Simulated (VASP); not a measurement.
# LiBe16 (a cell with a defect) in VASP: relaxation of the atoms with r2SCAN+D3(BJ)

Aim: the relaxation of the atoms of LiBe16 (a cell with a defect) with r2SCAN+D3(BJ).

Everything below comes from runs of VASP 6.6.1. Logs are shortened: lines on timing, memory, paths and dates and some standing lists are left out, and cuts for length are marked.

## 1. The cell of the first run

The cell holds a defect, 17 atoms: a = 4.580 Å, b = 3.966 Å, c = 7.177 Å, α = 90.00°, β = 90.00°, γ = 90.00°.

## 2. Relaxation of the atoms, r2SCAN+D3(BJ)

Input file POSCAR:

```
LiBe16
1.0
   -2.2900000000     -3.9663960000      0.0000000000
    3.4350000000     -1.9831980000      0.0000000000
    0.0000000000      0.0000000000      7.1768600000
Be Li
16 1
Direct
    0.7500000000      0.5000000000      0.0000000000
    0.5000000000      0.3333333000      0.2500000000
    0.7500000000      0.5000000000      0.5000000000
    0.5000000000      0.3333333000      0.7500000000
    0.5000000000      0.0000000000      0.0000000000
    0.2500000000      0.8333333000      0.2500000000
    0.5000000000      0.0000000000      0.5000000000
    0.2500000000      0.8333333000      0.7500000000
    0.2500000000      0.5000000000      0.0000000000
    0.0000000000      0.3333333000      0.2500000000
    0.2500000000      0.5000000000      0.5000000000
    0.0000000000      0.3333333000      0.7500000000
    0.0000000000      0.0000000000      0.0000000000
    0.7500000000      0.8333333000      0.2500000000
    0.0000000000      0.0000000000      0.5000000000
    0.7500000000      0.8333333000      0.7500000000
    0.0147567000      0.6767452000      0.1241339000
```

Input file INCAR.step1:

```
ALGO = Normal
EDIFF = 1E-4
ENCUT = 520
GGA = PE
ISMEAR = -1
LASPH = True
LCHARG = False
LREAL = Auto
LWAVE = True
NELM = 60
PREC = Accurate
SIGMA = 0.1
```

Input file INCAR.step2:

```
ALGO = Normal
EDIFF = 1E-6
EDIFFG = -0.08
ENCUT = 520
IBRION = 2
ISIF = 2
ISMEAR = -1
ISTART = 1
IVDW = 12
LASPH = True
LCHARG = False
LMIXTAU = True
LREAL = Auto
LWAVE = False
METAGGA = R2SCAN
NELM = 60
NSW = 45
PREC = Accurate
SIGMA = 0.1
VDW_A1 = 0.49484001
VDW_A2 = 5.73083694
VDW_S6 = 1.0
VDW_S8 = 0.78981345
```

Input file KPOINTS:

```
k-points
0
Gamma
  2 3 2
```

Potentials or basis: VASP PAW PBE potentials, release 64 (Be, Li_sv).

On the command line:

```
$ cat potpaw_PBE.64/Be/POTCAR potpaw_PBE.64/Li_sv/POTCAR > POTCAR
$ cp INCAR.step1 INCAR
$ mpirun -np 1 vasp_std > vasp.out
$ cp INCAR.step2 INCAR
$ mpirun -np 1 vasp_std > vasp.out
```

OUTCAR:

```text
EDIFF = 1E-6
   EDIFFG = -0.08
   ENCUT = 520
   IBRION = 2
   ISIF = 2
   ISMEAR = -1
   ISTART = 1
   IVDW = 12
   LASPH = True
   LREAL = Auto
   METAGGA = R2SCAN
   NELM = 60
   NSW = 45
   PREC = Accurate
 IVDW          = 12

 ion  position               nearest neighbor table
   1  0.750  0.500  0.000-  17 1.66  16 2.23  14 2.23   4 2.23   2 2.23  12 2.23  10 2.23  13 2.29
                             9 2.29   5 2.29   9 2.29  13 2.29   5 2.29
   2  0.500  0.333  0.250-   5 2.23   7 2.23   1 2.23   3 2.23   9 2.23  11 2.23  10 2.29  14 2.29
                             6 2.29  10 2.29  14 2.29   6 2.29
   3  0.750  0.500  0.500-  14 2.23  16 2.23   2 2.23   4 2.23  10 2.23  12 2.23  15 2.29  11 2.29
                             7 2.29  11 2.29  15 2.29   7 2.29
   4  0.500  0.333  0.750-   5 2.23   7 2.23   1 2.23   3 2.23   9 2.23  11 2.23  12 2.29  16 2.29
                             8 2.29  12 2.29  16 2.29   8 2.29
   5  0.500  0.000  0.000-   2 2.23   4 2.23   6 2.23   8 2.23  14 2.23  16 2.23   1 2.29  13 2.29
                             9 2.29  13 2.29   9 2.29   1 2.29
   6  0.250  0.833  0.250-  17 1.54  11 2.23   9 2.23   7 2.23   5 2.23  15 2.23  13 2.23   2 2.29
                            14 2.29  10 2.29  14 2.29  10 2.29   2 2.29
   7  0.500  0.000  0.500-   2 2.23   4 2.23   6 2.23   8 2.23  14 2.23  16 2.23  15 2.29   3 2.29
                            11 2.29  15 2.29  11 2.29   3 2.29
   8  0.250  0.833  0.750-   9 2.23  11 2.23   5 2.23   7 2.23  13 2.23  15 2.23   4 2.29  16 2.29
                            12 2.29  16 2.29  12 2.29   4 2.29
   9  0.250  0.500  0.000-  17 1.56   8 2.23   6 2.23  12 2.23  10 2.23   4 2.23   2 2.23   5 2.29
                             1 2.29  13 2.29   1 2.29  13 2.29   5 2.29
  10  0.000  0.333  0.250-  17 1.64  15 2.23  13 2.23  11 2.23   9 2.23   3 2.23   1 2.23   6 2.29
                             2 2.29  14 2.29   2 2.29  14 2.29   6 2.29
  11  0.250  0.500  0.500-   6 2.23   8 2.23  10 2.23  12 2.23   2 2.23   4 2.23   7 2.29   3 2.29
                            15 2.29   3 2.29  15 2.29   7 2.29
  12  0.000  0.333  0.750-  13 2.23  15 2.23   9 2.23  11 2.23   1 2.23   3 2.23   4 2.29   8 2.29
                            16 2.29   4 2.29  16 2.29   8 2.29
  13  0.000  0.000  0.000-  17 1.56  12 2.23  10 2.23  16 2.23  14 2.23   8 2.23   6 2.23   9 2.29
                             5 2.29   1 2.29   5 2.29   9 2.29   1 2.29
  14  0.750  0.833  0.250-  17 1.63   3 2.23   1 2.23  15 2.23  13 2.23   7 2.23   5 2.23  10 2.29
                             6 2.29   2 2.29   6 2.29  10 2.29   2 2.29
  15  0.000  0.000  0.500-  10 2.23  12 2.23  14 2.23  16 2.23   6 2.23   8 2.23  11 2.29   7 2.29
                             3 2.29   7 2.29  11 2.29   3 2.29
  16  0.750  0.833  0.750-   1 2.23   3 2.23  13 2.23  15 2.23   5 2.23   7 2.23   8 2.29  12 2.29
                             4 2.29   8 2.29  12 2.29   4 2.29
  17  0.015  0.677  0.124-   6 1.54  13 1.56   9 1.56  14 1.63  10 1.64   1 1.66

  LATTYP: Found a simple orthorhombic cell.
 ALAT       =     3.9663962620
 B/A-ratio  =     1.1547004875
 C/A-ratio  =     1.8094157835

  Lattice vectors:

 A1 = (  -3.4350000000,   1.9831980000,   0.0000000000)
 A2 = (  -2.2900000000,  -3.9663960000,   0.0000000000)
 A3 = (   0.0000000000,   0.0000000000,   7.1768600000)

Analysis of symmetry for initial positions (statically):
=====================================================================
 Subroutine PRICEL returns:
 Original cell was already a primitive cell.

 Routine SETGRP: Setting up the symmetry group for a
 simple orthorhombic supercell.

[... 138 lines left out ...]
   ISYM   =      2    0-nonsym 1-usesym 2-fastsym
   POTIM  = 0.5000    time-step for ionic-motion
   TEBEG  =    0.0;   TEEND  =   0.0 temperature during run
   PSTRESS=    0.0 pullay stress
   NELECT =      35.0000    total number of electrons
   NUPDOWN=      -1.0000    fix difference up-down
   EMIN   =  10.00;   EMAX   =-10.00  energy-range for DOS
   EFERMI =   0.00;   METHOD = LEGACY
   ISMEAR =    -1;   SIGMA  =   0.10  broadening in eV -4-tet -1-fermi 0-gaus
   EFERMI_NEDOS =   21; number of points for ismear=-14 and -15
   IALGO  =     38    algorithm
   IMIX   =      4    mixing-type and parameters
     AMIX     =   0.40;   BMIX     =  1.00
     AMIX_MAG =   1.60;   BMIX_MAG =  1.00
  volume/ion in A,a.u.               =       7.67        51.75
  Fermi-wavevector in a.u.,A,eV,Ry     =   1.056085  1.995711 15.174786  1.115315
  Thomas-Fermi vector in A             =   2.191307
   LORBIT       =      0    0 simple, 1 ext, 2 COOP (PROOUT), +10 PAW based schemes
   METAGGA = R2SCAN    functional components
   LHFCALC =     F    Hartree Fock is set to
   AEXX    =    0.0000 exact exchange contribution
   IVDW    =    12    specifies the selected vdW correction
   LEPSILON=     F    determine dielectric tensor
   LRPA    =     F    only Hartree local field effects (RPA)
 conjugate gradient relaxation of ions
 non-spin polarized calculation
  energy-cutoff  :      520.00
  volume of cell :      130.38
 maximum number of plane-waves:      3536
 NGX is ok and might be reduce to    36
   NGX = 17   NGY = 15   NGZ = 27

--------------------------------------- Ionic step        1  -------------------------------------------

 number of electron      35.0000005 magnetization

 Free energy of the ion-electron system (eV)
  ---------------------------------------------------
  ext. energy  EPLUGINS =         0.00000000
  ---------------------------------------------------
  free energy    TOTEN  =       -61.89668782 eV

  energy without entropy =      -61.79360698  energy(sigma->0) =      -61.84514740

------------------------ aborting loop because EDIFF is reached ----------------------------------------

 Edisp (eV)   -2.96409

 E8    (eV) :    -0.7802
[... 150 lines left out ...]
  FREE ENERGIE OF THE ION-ELECTRON SYSTEM (eV)
  ---------------------------------------------------
  free  energy   TOTEN  =       -68.2517028536 eV

  energy  without entropy=      -68.1465985374  energy(sigma->0) =      -68.19915070

[... ionic steps 4 to 13 ...]

--------------------------------------- Ionic step       14  -------------------------------------------

 number of electron      34.9999999 magnetization

------------------------ aborting loop because EDIFF is reached ----------------------------------------
[... 105 lines left out ...]
--------------------------------------- Ionic step       16  -------------------------------------------

 number of electron      35.0000001 magnetization

 Free energy of the ion-electron system (eV)
  ---------------------------------------------------
  ext. energy  EPLUGINS =         0.00000000
  ---------------------------------------------------
  free energy    TOTEN  =       -66.11572720 eV

  energy without entropy =      -66.02030374  energy(sigma->0) =      -66.06801547

 E-fermi :   7.4020     XC(G=0): -11.3204

 val. band max:        7.3667428226   @ k =   0.0000   0.0000   0.0000
 cond. band min:       7.5038004058   @ k =   0.5000   0.0000   0.0000
 fundamental gap:      0.1370575831
 Fermi energy:         7.4020486064

 k-point     1 :       0.0000    0.0000    0.0000
  band No.  band energies     occupation
      1     -40.8767      2.00000
      2      -4.8755      2.00000
      3      -2.8061      2.00000
      4      -2.3044      2.00000
      5       0.6057      2.00000
      6       0.7481      2.00000
[... 269 lines left out ...]
  FREE ENERGIE OF THE ION-ELECTRON SYSTEM (eV)
  ---------------------------------------------------
  free  energy   TOTEN  =       -69.0797755264 eV

  energy  without entropy=      -68.9843520596  energy(sigma->0) =      -69.03206379

 reached required accuracy - stopping structural energy minimisation
```

OUTCAR.step1:

```text
EDIFF = 1E-4
   ENCUT = 520
   GGA = PE
   ISMEAR = -1
   LASPH = True
   LREAL = Auto
   NELM = 60
[... 499 lines left out ...]
     -1.14500     -1.98320      0.00000        -0.165162      0.263235      0.356731
      2.29000     -2.64426      1.79421        -0.131623     -4.492660      3.192484
[... 9 lines left out ...]
      1.14500     -4.62746      5.38265        -0.028743      0.053421     -0.051082
      2.29083     -1.40065      0.89089        -0.048742      1.310719      0.032697
 -----------------------------------------------------------------------------------
    total drift:                               -0.003171      0.003967      0.002807

  FREE ENERGIE OF THE ION-ELECTRON SYSTEM (eV)
  ---------------------------------------------------
  free  energy   TOTEN  =       -52.5309515806 eV

  energy  without entropy=      -52.4275436244  energy(sigma->0) =      -52.47924760
```

It took 16 min on 1 thread of Intel Xeon 6975P-C (Granite Rapids), shared host; peak memory 0.29 GiB.

Results:

- Free energy: -69.0798 eV
- Energy gained by relaxing: 248.2 meV/atom
- Ionic steps: 16
- Largest force after relaxing: 0.060 eV/Å
- Band gap on the k mesh: zero (an odd number of electrons rules out a gap without spin polarisation)
- Dispersion energy per atom: -0.174 eV

Forces in eV/Å, atoms in the order of the input:
```
Be   0.018 -0.018  0.004
Be  -0.009  0.004 -0.041
Be   0.005  0.011 -0.035
Be   0.001  0.016 -0.008
Be   0.005 -0.002  0.047
Be   0.013 -0.040  0.009
Be   0.007  0.012 -0.018
Be  -0.011 -0.002  0.059
Be  -0.012  0.015  0.009
Be   0.011  0.006 -0.026
Be  -0.002 -0.021 -0.053
Be   0.024 -0.020 -0.039
Be   0.002  0.016  0.028
Be   0.001  0.024  0.009
Be  -0.045  0.020  0.034
Be   0.005 -0.001  0.037
Li  -0.012 -0.018 -0.016
```

The path:
```
step  energy change (eV)  largest force (eV/Å)  pressure (GPa)
   1              0.0000                5.5223           10.99
   2             -3.3544                1.3343            9.02
   3             -3.3909                1.6797            9.63
   4             -3.7494                0.5967            9.32
   5             -3.7990                1.0622            9.52
   6             -3.9970                0.5404            9.65
   7             -4.0364                0.8811            9.90
   8             -4.1280                0.4792           10.09
   9             -4.1283                0.4258           10.07
  10             -4.1743                0.2456           10.05
  11             -4.1814                0.3408           10.07
  12             -4.2008                0.1830           10.20
  13             -4.2036                0.2578           10.34
  14             -4.2139                0.1549           10.51
  15             -4.2150                0.1345           10.65
  16             -4.2190                0.0599           10.66
```

Final structure:
```cif
data_structure
_symmetry_space_group_name_H-M 'P 1'
_symmetry_Int_Tables_number 1
_cell_length_a 4.5800
_cell_length_b 3.9664
_cell_length_c 7.1769
_cell_angle_alpha 90.000
_cell_angle_beta 90.000
_cell_angle_gamma 90.000
_cell_volume 130.38
loop_
_atom_site_label
_atom_site_type_symbol
_atom_site_fract_x
_atom_site_fract_y
_atom_site_fract_z
_atom_site_occupancy
Be1 Be 0.71567 0.45787 0.96059 1
Be2 Be 0.49790 0.38855 0.21912 1
Be3 Be 0.74141 0.48967 0.48810 1
Be4 Be 0.50279 0.33599 0.72353 1
Be5 Be 0.49761 0.94599 0.03096 1
Be6 Be 0.28729 0.88598 0.29415 1
Be7 Be 0.50240 0.99805 0.52676 1
Be8 Be 0.25940 0.84678 0.76378 1
Be9 Be 0.28729 0.44679 0.95620 1
Be10 Be 0.99791 0.26572 0.26359 1
Be11 Be 0.25914 0.48727 0.48657 1
Be12 Be 0.00020 0.34788 0.73737 1
Be13 Be 0.99626 0.06926 0.98531 1
Be14 Be 0.71637 0.87733 0.28932 1
Be15 Be 0.00053 0.98754 0.51257 1
Be16 Be 0.74093 0.84431 0.76154 1
Li1 Li 0.01165 0.66841 0.12468 1
```

Caveat: the k points lie up to 0.69 Å⁻¹ apart, too coarse for converged energies and pressures of a metal; the cutoff is under 1.25 times the usual one of these potentials, so pressure, stress and relaxed cells hold a basis-set (Pulay) error; the PAW data sets were made with another functional, which shifts forces and pressure a little; the relaxation stopped at a loose force limit of 0.08 eV/Å, so its end isn't a converged minimum.

The gap in the log of VASP goes by the Fermi energy; the results here count the filled bands.